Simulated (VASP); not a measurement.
# Hg in VASP: a series of runs

The runs below take Hg through single point, relaxation of cell and atoms, with PBE.

All numbers are computed with VASP 6.6.1; they aren't measurements. Logs are shortened: lines on timing, memory, paths and dates and some standing lists are left out, and cuts for length are marked.

**1. The cell of the first run**

It takes space group Fm-3m (No. 225, cubic). Conventional cell: a = 4.902 Å, b = 4.902 Å, c = 4.902 Å, α = 90.00°, β = 90.00°, γ = 90.00°. Within 4.6 Å of Hg (site symmetry m-3m) lie 12 Hg at 3.47 Å.

**2. Single point, PBE**

File INCAR:

```
SYSTEM = Hg
  PREC = Accurate
  ENCUT = 500
  EDIFF = 1E-6
  ISMEAR = -1
  SIGMA = 0.0143
  LREAL = .FALSE.
  LASPH = .TRUE.
  NELM = 120
  ALGO = Normal
  ISIF = 2
  LWAVE = .FALSE.
  LCHARG = .FALSE.
  GGA = PE
  NBANDS = 12
  GGA_COMPAT = .FALSE.
```

File KPOINTS:

```
Automatic mesh
0
G
  6 6 6
  0 0 0
```

File POSCAR:

```
Hg
1.0
    0.0000000000      2.4508232938      2.4508232938
    2.4508232938      0.0000000000      2.4508232938
    2.4508232938      2.4508232938      0.0000000000
Hg
1
Direct
    0.0000000000      0.0000000000      0.0000000000
```

Potentials or basis: VASP PAW PBE potentials, release 64 (Hg).

Launch:

```
$ cat potpaw_PBE.64/Hg/POTCAR > POTCAR
$ mpirun -np 1 vasp_std > vasp.out
```

OUTCAR:

```text
SYSTEM = Hg
   PREC = Accurate
   ENCUT = 500
   EDIFF = 1E-6
   ISMEAR = -1
   LREAL = .FALSE.
   LASPH = .TRUE.
   NELM = 120
   ISIF = 2
   GGA = PE

 ion  position               nearest neighbor table
   1  0.000  0.000  0.000-

  LATTYP: Found a face centered cubic cell.
 ALAT       =     4.9016465876

  Lattice vectors:

 A1 = (   0.0000000000,   2.4508232938,   2.4508232938)
 A2 = (   2.4508232938,   0.0000000000,   2.4508232938)
 A3 = (   2.4508232938,   2.4508232938,   0.0000000000)

Analysis of symmetry for initial positions (statically):
=====================================================================
 Subroutine PRICEL returns:
 Original cell was already a primitive cell.

 Routine SETGRP: Setting up the symmetry group for a
 face centered cubic supercell.

 Subroutine GETGRP returns: Found 48 space group operations
 (whereof 48 operations were pure point group operations)
 out of a pool of 48 trial point group operations.

The static configuration has the point symmetry O_h .

Analysis of symmetry for dynamics (positions and initial velocities):
=====================================================================
 Subroutine PRICEL returns:
 Original cell was already a primitive cell.

 Routine SETGRP: Setting up the symmetry group for a
 face centered cubic supercell.

 Subroutine GETGRP returns: Found 48 space group operations
 (whereof 48 operations were pure point group operations)
 out of a pool of 48 trial point group operations.

The dynamic configuration has the point symmetry O_h .

 Subroutine INISYM returns: Found 48 space group operations
 (whereof 48 operations are pure point group operations),
 and found     1 'primitive' translations

----------------------------------------------------------------------------------------

                                     Primitive cell

  volume of cell :      29.4419

  direct lattice vectors                    reciprocal lattice vectors
     0.000000000  2.450823294  2.450823294    -0.204013076  0.204013076  0.204013076
     2.450823294  0.000000000  2.450823294     0.204013076 -0.204013076  0.204013076
     2.450823294  2.450823294  0.000000000     0.204013076  0.204013076 -0.204013076

  length of vectors
     3.465987541  3.465987541  3.465987541     0.353361014  0.353361014  0.353361014

  position of ions in fractional coordinates (direct lattice)
     0.000000000  0.000000000  0.000000000

  ion indices of the primitive-cell ions
   primitive index   ion index
                 1           1

----------------------------------------------------------------------------------------

 KPOINTS: Automatic mesh

Automatic generation of k-mesh.
 Grid dimensions read from file:
 generate k-points for:    6    6    6

 Generating k-lattice:

  Cartesian coordinates                     Fractional coordinates (reciprocal lattice)
    -0.034002179  0.034002179  0.034002179     0.166666667  0.000000000  0.000000000
     0.034002179 -0.034002179  0.034002179     0.000000000  0.166666667  0.000000000
     0.034002179  0.034002179 -0.034002179     0.000000000  0.000000000  0.166666667

  Length of vectors
     0.058893502  0.058893502  0.058893502

  Shift w.r.t. Gamma in fractional coordinates (k-lattice)
     0.000000000  0.000000000  0.000000000

 Subroutine IBZKPT returns following result:
 ===========================================

 Found     16 irreducible k-points:

 Following reciprocal coordinates:
            Coordinates               Weight
  0.000000  0.000000  0.000000      1.000000
  0.166667  0.000000  0.000000      8.000000
  0.333333  0.000000  0.000000      8.000000
  0.500000  0.000000  0.000000      4.000000
  0.166667  0.166667  0.000000      6.000000
  0.333333  0.166667  0.000000     24.000000
[... 8 lines left out ...]
 -0.333333  0.333333  0.166667     24.000000
 -0.333333  0.500000  0.166667     12.000000
   k-points           NKPTS =     16   k-points in BZ     NKDIM =     16   number of bands    NBANDS=     12
   number of dos      NEDOS =    301   number of ions     NIONS =      1
   total plane-waves  NPLWV =  21952
   dimension x,y,z NGX =    28 NGY =   28 NGZ =   28
   dimension x,y,z NGXF=    56 NGYF=   56 NGZF=   56
   ions per type =               1
   NGX,Y,Z   is equivalent  to a cutoff of  13.43, 13.43, 13.43 a.u.
   NGXF,Y,Z  is equivalent  to a cutoff of  26.86, 26.86, 26.86 a.u.
 SYSTEM =  Hg
   PREC   = accura    normal or accurate (medium, high low for compatibility)
   ISTART =      0    job   : 0-new  1-cont  2-samecut
   ICHARG =      2    charge: 1-file 2-atom 10-const
   ISPIN  =      1    spin polarized calculation?
   LNONCOLLINEAR =      F non collinear calculations
   LSORBIT =      F    spin-orbit coupling
   LASPH  =      T    aspherical Exc in radial PAW
   ENCUT  =  500.0 eV  36.75 Ry    6.06 a.u.   6.32  6.32  6.32*2*pi/ulx,y,z
   NELM   =    120;   NELMIN=  2; NELMDL= -5     # of ELM steps
   EDIFF  = 0.1E-05   stopping-criterion for ELM
   LREAL  =      F    real-space projection
[... 7 lines left out ...]
   TEBEG  =    0.0;   TEEND  =   0.0 temperature during run
   PSTRESS=    0.0 pullay stress
   NELECT =      12.0000    total number of electrons
   NUPDOWN=      -1.0000    fix difference up-down
   EMIN   =  10.00;   EMAX   =-10.00  energy-range for DOS
   EFERMI =   0.00;   METHOD = LEGACY
   ISMEAR =    -1;   SIGMA  =   0.01  broadening in eV -4-tet -1-fermi 0-gaus
   EFERMI_NEDOS =   21; number of points for ismear=-14 and -15
   IALGO  =     38    algorithm
   IMIX   =      4    mixing-type and parameters
     AMIX     =   0.40;   BMIX     =  1.00
     AMIX_MAG =   1.60;   BMIX_MAG =  1.00
  volume/ion in A,a.u.               =      29.44       198.68
  Fermi-wavevector in a.u.,A,eV,Ry     =   1.213798  2.293746 20.045555  1.473307
  Thomas-Fermi vector in A             =   2.349239
   LORBIT       =      0    0 simple, 1 ext, 2 COOP (PROOUT), +10 PAW based schemes
   GGA     = PE    functional components
   LHFCALC =     F    Hartree Fock is set to
   AEXX    =    0.0000 exact exchange contribution
   IVDW    =     0    specifies the selected vdW correction
   LEPSILON=     F    determine dielectric tensor
   LRPA    =     F    only Hartree local field effects (RPA)
 non-spin polarized calculation
  energy-cutoff  :      500.00
  volume of cell :       29.44
 maximum number of plane-waves:       757
 NGX is ok and might be reduce to    28
   NGX = 13   NGY = 13   NGZ = 13

 number of electron      12.0000001 magnetization

 Free energy of the ion-electron system (eV)
  ---------------------------------------------------
  ext. energy  EPLUGINS =         0.00000000
  ---------------------------------------------------
  free energy    TOTEN  =        -0.17099902 eV

  energy without entropy =       -0.16995259  energy(sigma->0) =       -0.17047581

 E-fermi :   0.8457     XC(G=0):  -9.6654

 val. band max:        0.8250603989   @ k =  -0.3333   0.5000   0.1667
 cond. band min:       0.8496847629   @ k =   0.5000   0.5000   0.0000
 fundamental gap:      0.0246243640
 Fermi energy:         0.8457000772

 k-point     1 :       0.0000    0.0000    0.0000
  band No.  band energies     occupation
      1      -6.2184      2.00000
      2      -5.2120      2.00000
      3      -5.2120      2.00000
      4      -5.2120      2.00000
      5      -4.8145      2.00000
      6      -4.8145      2.00000
      7      13.9686      0.00000
      8      13.9686      0.00000
      9      13.9686      0.00000
     10      14.2623      0.00000
     11      17.7558      0.00000
     12      18.6630      0.00000

 k-point     2 :       0.1667    0.0000    0.0000
  band No.  band energies     occupation
      1      -5.7350      2.00000
      2      -5.1406      2.00000
      3      -5.1367      2.00000
      4      -5.1367      2.00000
      5      -4.8132      2.00000
      6      -4.8132      2.00000
      7       9.5586      0.00000
      8      13.4417      0.00000
      9      13.4417      0.00000
     10      14.2660      0.00000
     11      17.5969      0.00000
     12      18.7984      0.00000

 k-point     3 :       0.3333    0.0000    0.0000
  band No.  band energies     occupation
      1      -5.6804      2.00000
      2      -5.1579      2.00000
      3      -5.1579      2.00000
      4      -4.6191      2.00000
      5      -4.6191      2.00000
      6      -3.4417      2.00000
      7       4.2842      0.00000
      8      12.4287      0.00000
      9      12.4287      0.00000
     10      13.8997      0.00000
     11      16.5949      0.00000
     12      17.4481      0.00000

 k-point     4 :       0.5000    0.0000    0.0000
  band No.  band energies     occupation
      1      -5.7669      2.00000
      2      -5.2083      2.00000
      3      -5.2083      2.00000
      4      -4.4715      2.00000
      5      -4.4715      2.00000
      6      -0.7972      2.00000
      7       0.4816      2.00000
      8      11.9166      0.00000
      9      11.9166      0.00000
     10      13.5636      0.00000
     11      16.4038      0.00000
     12      17.0217      0.00000

 k-point     5 :       0.1667    0.1667    0.0000
  band No.  band energies     occupation
      1      -5.5275      2.00000
      2      -5.3532      2.00000
      3      -5.0312      2.00000
      4      -5.0312      2.00000
      5      -4.8604      2.00000
      6      -4.7364      2.00000
      7      11.3520      0.00000
      8      11.5194      0.00000
      9      11.5194      0.00000
     10      13.5896      0.00000
     11      14.8637      0.00000
     12      20.5540      0.00000

 k-point     6 :       0.3333    0.1667    0.0000
  band No.  band energies     occupation
      1      -5.5026      2.00000
      2      -5.1854      2.00000
      3      -5.0408      2.00000
      4      -4.9633      2.00000
      5      -4.5770      2.00000
      6      -3.6409      2.00000
      7       6.2826      0.00000
      8      10.3468      0.00000
      9      10.6559      0.00000
     10      13.0154      0.00000
     11      15.8764      0.00000
     12      19.8578      0.00000

 k-point     7 :       0.5000    0.1667    0.0000
  band No.  band energies     occupation
      1      -5.5856      2.00000
      2      -5.2450      2.00000
      3      -5.0349      2.00000
      4      -4.7862      2.00000
      5      -4.4606      2.00000
      6      -1.0994      2.00000
      7       1.9256      0.00000
      8       8.8718      0.00000
      9      10.3794      0.00000
     10      12.7797      0.00000
     11      18.5127      0.00000
     12      19.0021      0.00000

 k-point     8 :      -0.3333    0.1667    0.0000
  band No.  band energies     occupation
      1      -5.5068      2.00000
      2      -5.2331      2.00000
      3      -5.0427      2.00000
      4      -4.7440      2.00000
      5      -4.6544      2.00000
      6      -2.0176      2.00000
      7       3.2696      0.00000
      8       8.0718      0.00000
      9      11.8007      0.00000
     10      13.4402      0.00000
     11      17.5572      0.00000
     12      18.3163      0.00000
[... 46 lines left out ...]
 k-point    12 :      -0.3333    0.3333    0.0000
  band No.  band energies     occupation
      1      -5.5267      2.00000
      2      -5.1524      2.00000
      3      -4.9662      2.00000
      4      -4.7860      2.00000
      5      -4.5756      2.00000
      6      -0.0770      2.00000
      7       3.7849      0.00000
      8       3.8900      0.00000
      9       9.6128      0.00000
     10      12.4906      0.00000
     11      19.6329      0.00000
     12      20.8212      0.00000

 k-point    13 :       0.5000    0.5000    0.0000
  band No.  band energies     occupation
      1      -5.7565      2.00000
      2      -5.7292      2.00000
      3      -4.4953      2.00000
      4      -4.3813      2.00000
      5      -4.3813      2.00000
      6       0.8497      0.86157
      7       1.6168      0.00000
      8       7.5762      0.00000
      9       7.5762      0.00000
     10      11.1577      0.00000
     11      12.6835      0.00000
     12      24.2674      0.00000

 k-point    14 :       0.5000    0.3333    0.1667
  band No.  band energies     occupation
      1      -5.4148      2.00000
      2      -5.3111      2.00000
      3      -5.0931      2.00000
      4      -4.6514      2.00000
      5      -4.6278      2.00000
      6      -1.8734      2.00000
      7       4.9146      0.00000
      8       6.4793      0.00000
      9       8.9024      0.00000
     10      14.8504      0.00000
     11      15.8444      0.00000
     12      18.3286      0.00000

 k-point    15 :      -0.3333    0.3333    0.1667
  band No.  band energies     occupation
      1      -5.3597      2.00000
      2      -5.3322      2.00000
      3      -5.0301      2.00000
      4      -4.8097      2.00000
      5      -4.4778      2.00000
      6       0.0517      2.00000
      7       2.5850      0.00000
      8       5.8600      0.00000
      9       7.7202      0.00000
     10      14.9852      0.00000
     11      17.3240      0.00000
     12      20.1181      0.00000

 k-point    16 :      -0.3333    0.5000    0.1667
  band No.  band energies     occupation
      1      -5.5017      2.00000
      2      -5.4965      2.00000
      3      -4.8356      2.00000
      4      -4.6757      2.00000
      5      -4.3811      2.00000
      6       0.8251      1.61794
      7       2.8085      0.00000
      8       5.4896      0.00000
      9       6.1298      0.00000
     10      14.7301      0.00000
     11      15.4391      0.00000
     12      20.4121      0.00000

------------------------ aborting loop because EDIFF is reached ----------------------------------------

  FORCE on cell =-STRESS in cart. coord.  units (eV):
  Direction    XX          YY          ZZ          XY          YZ          ZX
  --------------------------------------------------------------------------------------
  -------------------------------------------------------------------------------------
  Total        0.0130197      0.0130197      0.0130197     -0.0000000     -0.0000000     -0.0000000
  in kB        0.7085104      0.7085104      0.7085104     -0.0000000     -0.0000000     -0.0000000
  external PRESSURE =       0.7085104 kB  Pullay stress =       0.0000000 kB

 VOLUME and BASIS-vectors are now :
 -----------------------------------------------------------------------------
  energy-cutoff  :      500.00
  volume of cell :       29.44
      direct lattice vectors                 reciprocal lattice vectors
     0.000000000  2.450823294  2.450823294    -0.204013076  0.204013076  0.204013076
     2.450823294  0.000000000  2.450823294     0.204013076 -0.204013076  0.204013076
     2.450823294  2.450823294  0.000000000     0.204013076  0.204013076 -0.204013076

 POSITION                                       TOTAL-FORCE (eV/Angst)
 -----------------------------------------------------------------------------------
      0.00000      0.00000      0.00000         0.000000      0.000000      0.000000
 -----------------------------------------------------------------------------------
    total drift:                               -0.000000     -0.000000     -0.000000

  FREE ENERGIE OF THE ION-ELECTRON SYSTEM (eV)
  ---------------------------------------------------
  free  energy   TOTEN  =        -0.1709990242 eV

  energy  without entropy=       -0.1699525881  energy(sigma->0) =       -0.17047581
```

Run time: 12 s. Hardware: 1 thread of Intel Xeon 8259CL, shared host; peak memory 0.15 GiB.

What came out:

```yaml
Free_energy: -0.1710 eV
Pressure: 0.1 GPa
Band_gap_on_the_k_mesh: zero (bands 6 and 7 overlap by 0.37 eV)
```

Levels at points of the mesh, in eV from the Fermi level:
```csv
k point,band 2,band 3,band 4,band 5,band 6,band 7,band 8,band 9,band 10,band 11
"(0.00, 0.00, 0.00)",-6.06,-6.06,-6.06,-5.66,-5.66,13.12,13.12,13.12,13.42,16.91
"(0.50, 0.00, 0.00)",-6.05,-6.05,-5.32,-5.32,-1.64,-0.36,11.07,11.07,12.72,15.56
"(0.50, 0.50, 0.00)",-6.57,-5.34,-5.23,-5.23,0.00,0.77,6.73,6.73,10.31,11.84
```

Caveat: the k points lie up to 0.37 Å⁻¹ apart; spin-orbit coupling is left out, which moves the levels of the heavy elements.

(Continued in part 2 of 3.)

The gap in the log of VASP goes by the Fermi energy; the results here count the filled bands.